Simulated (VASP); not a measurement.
# HfN (rocksalt type) (Fm-3m) in VASP: notebook, part 2 of 2

VASP 6.6.1.

### Step 4. Single point, PBE (volume scaled by 0.72)

Contents of INCAR:

```
ALGO = Normal
EDIFF = 1E-7
ENCUT = 520
GGA = PE
ISIF = 2
ISMEAR = -1
LASPH = T
LCHARG = F
LREAL = F
LWAVE = F
NBANDS = 14
NELM = 100
PREC = Accurate
SIGMA = 0.1
```

Contents of KPOINTS:

```
k-points
0
Gamma
  15 15 15
```

Contents of POSCAR:

```
HfN
1.0
    0.0000000000      2.0382238036      2.0382238036
    2.0382238036      0.0000000000      2.0382238036
    2.0382238036      2.0382238036      0.0000000000
Hf N
1 1
Direct
    0.0000000000      0.0000000000      0.0000000000
    0.5000000000      0.5000000000      0.5000000000
```

Command:

```console
$ cat potpaw_PBE.64/Hf_pv/POTCAR potpaw_PBE.64/N/POTCAR > POTCAR
$ mpirun -np 1 vasp_std > vasp.out
```

Run time: 18 s. Hardware: 1 thread of AMD EPYC 9R45 (Zen 5), shared host; peak memory 0.13 GiB.

The run converged. Its results:

- Free energy: -19.1836 eV
- Pressure: 171.8 GPa

Levels at points of the mesh, in eV from the Fermi level:
```
           k point  band 6  band 7  band 8  band 9  band 10  band 11
(0.00, 0.00, 0.00)   -3.28   -3.28   -0.62   -0.62    -0.62     2.78
```

Caveat: spin-orbit coupling is left out, which moves the levels of the heavy elements.

### Step 5. Single point, PBE (volume scaled by 0.72)

Contents of INCAR:

```
SYSTEM = HfN
PREC = Accurate
ENCUT = 520
EDIFF = 1E-6
ISMEAR = -1
SIGMA = 0.1
LREAL = .False.
LASPH = .True.
NELM = 60
ALGO = Normal
ISIF = 2
LWAVE = .False.
LCHARG = .True.
GGA = PE
LELF = .True.
LVHAR = .True.
NBANDS = 14
```

Contents of KPOINTS:

```
regular mesh
0
Gamma
  15 15 15
  0 0 0
```

POSCAR is that of step 4.

Potentials or basis: VASP PAW PBE potentials, release 64 (Hf_pv, N).

Command:

```console
$ cat potpaw_PBE.64/Hf_pv/POTCAR potpaw_PBE.64/N/POTCAR > POTCAR
$ mpirun -np 1 vasp_std > vasp.out
```

OUTCAR:

```text
SYSTEM = HfN
   PREC = Accurate
   ENCUT = 520
   EDIFF = 1E-6
   ISMEAR = -1
   LREAL = .False.
   LASPH = .True.
   NELM = 60
   ISIF = 2
   GGA = PE

 ion  position               nearest neighbor table
   1  0.000  0.000  0.000-   2 2.04   2 2.04   2 2.04   2 2.04   2 2.04   2 2.04
   2  0.500  0.500  0.500-   1 2.04   1 2.04   1 2.04   1 2.04   1 2.04   1 2.04

  LATTYP: Found a face centered cubic cell.
 ALAT       =     4.0764476072

  Lattice vectors:

 A1 = (   0.0000000000,   2.0382238036,   2.0382238036)
 A2 = (   2.0382238036,   0.0000000000,   2.0382238036)
 A3 = (   2.0382238036,   2.0382238036,   0.0000000000)

Analysis of symmetry for initial positions (statically):
=====================================================================
 Subroutine PRICEL returns:
 Original cell was already a primitive cell.

 Routine SETGRP: Setting up the symmetry group for a
 face centered cubic supercell.

 Subroutine GETGRP returns: Found 48 space group operations
 (whereof 48 operations were pure point group operations)
 out of a pool of 48 trial point group operations.

The static configuration has the point symmetry O_h .

Analysis of symmetry for dynamics (positions and initial velocities):
[... 165 lines left out ...]

 k-point     1 :       0.0000    0.0000    0.0000
  band No.  band energies     occupation
      1     -18.5103      2.00000
      2     -18.5103      2.00000
      3     -18.5103      2.00000
      4      -7.8694      2.00000
      5       8.0789      2.00000
      6       8.0789      2.00000
      7       8.0789      2.00000
      8      10.7376      1.99599
      9      10.7376      1.99599
     10      10.7376      1.99599
     11      14.1381      0.00000
     12      14.1381      0.00000
     13      16.7151      0.00000
     14      21.7184      0.00000
[... 377 lines left out ...]
      1     -19.4008      2.00000
      2     -18.7285      2.00000
      3     -18.6992      2.00000
      4      -6.3722      2.00000
      5       4.1874      2.00000
      6       6.8461      2.00000
      7       7.0114      2.00000
      8       9.4150      2.00000
      9      13.6093      0.00000
     10      13.6099      0.00000
     11      15.3285      0.00000
     12      16.9792      0.00000
     13      20.6464      0.00000
     14      25.0771      0.00000

 [... further k-points ...]
[... 5 lines left out ...]
  --------------------------------------------------------------------------------------
  -------------------------------------------------------------------------------------
  Total       18.1555515     18.1555515     18.1555515     -0.0000000      0.0000000     -0.0000000
  in kB     1717.6490121   1717.6490121   1717.6490121     -0.0000000      0.0000000     -0.0000000
  external PRESSURE =    1717.6490121 kB  Pullay stress =       0.0000000 kB

 VOLUME and BASIS-vectors are now :
 -----------------------------------------------------------------------------
  energy-cutoff  :      520.00
  volume of cell :       16.94
      direct lattice vectors                 reciprocal lattice vectors
     0.000000000  2.038223804  2.038223804    -0.245311628  0.245311628  0.245311628
     2.038223804  0.000000000  2.038223804     0.245311628 -0.245311628  0.245311628
     2.038223804  2.038223804  0.000000000     0.245311628  0.245311628 -0.245311628

 POSITION                                       TOTAL-FORCE (eV/Angst)
 -----------------------------------------------------------------------------------
      0.00000      0.00000      0.00000        -0.000000     -0.000000     -0.000000
      2.03822      2.03822      2.03822         0.000000      0.000000      0.000000
 -----------------------------------------------------------------------------------
    total drift:                                0.000000     -0.000000     -0.000000

  FREE ENERGIE OF THE ION-ELECTRON SYSTEM (eV)
  ---------------------------------------------------
  free  energy   TOTEN  =       -19.1836115608 eV

  energy  without entropy=      -19.1696032511  energy(sigma->0) =      -19.17660741
```

Wall time 17 s (1 thread of AMD EPYC 9R45 (Zen 5), shared host); peak memory 0.13 GiB.

What came out:

```yaml
Free_energy: -19.1836 eV
Pressure: 171.8 GPa
```

Caveat: spin-orbit coupling is left out, which moves the levels of the heavy elements.

### Step 6. Single point, PBE (volume scaled by 0.8)

Contents of INCAR:

```
PREC = Accurate
ENCUT = 520
EDIFF = 1E-7
ISMEAR = -1
SIGMA = 0.1
LREAL = F
LASPH = T
NELM = 80
ALGO = Normal
ISIF = 2
LWAVE = F
LCHARG = F
GGA = PE
NBANDS = 14
```

Contents of KPOINTS:

```
Automatic mesh
0
Gamma
  15 15 15
```

Contents of POSCAR:

```
HfN
1.0
    0.0000000000      2.1110784190      2.1110784190
    2.1110784190      0.0000000000      2.1110784190
    2.1110784190      2.1110784190      0.0000000000
Hf N
1 1
Direct
    0.0000000000      0.0000000000      0.0000000000
    0.5000000000      0.5000000000      0.5000000000
```

Potentials or basis: VASP PAW PBE potentials, release 64 (Hf_pv, N).

Command:

```console
$ cat potpaw_PBE.64/Hf_pv/POTCAR potpaw_PBE.64/N/POTCAR > POTCAR
$ mpirun -np 1 vasp_std > vasp.out
```

It took 19 s on 1 thread of AMD EPYC 9R45 (Zen 5), shared host; peak memory 0.13 GiB.

It converged, with:

| Property | Result |
| --- | --- |
| Free energy | -20.6972 eV |
| Pressure | 91.9 GPa |

Levels at points of the mesh, in eV from the Fermi level:
| k point | band 5 | band 6 | band 7 | band 8 | band 9 | band 10 | band 11 | band 12 |
| --- | --- | --- | --- | --- | --- | --- | --- | --- |
| (0.00, 0.00, 0.00) | -3.23 | -3.23 | -3.23 | -0.51 | -0.51 | -0.51 | 2.48 | 2.48 |

Caveat: spin-orbit coupling is left out, which moves the levels of the heavy elements.

### Step 7. The runs side by side

```tsv
cell	gap on the mesh (eV)	pressure (GPa)
a = 2.772 Å, angles 60.0°, 2 atoms	none	301.7
a = 2.882 Å, angles 60.0°, 2 atoms	none	171.8
a = 2.986 Å, angles 60.0°, 2 atoms	none	91.9
```

Alike in all rows: task single point; level PBE; potentials or basis VASP PAW PBE potentials, release 64 (Hf_pv, N); no spin polarisation; k mesh 15 × 15 × 15; cutoff (eV) 520; smearing fermi-dirac 0.1 eV.

Caveats: spin-orbit coupling is left out, which moves the levels of the heavy elements.

Total energies depend on the potentials used, so only differences within one code and one set of settings carry meaning.
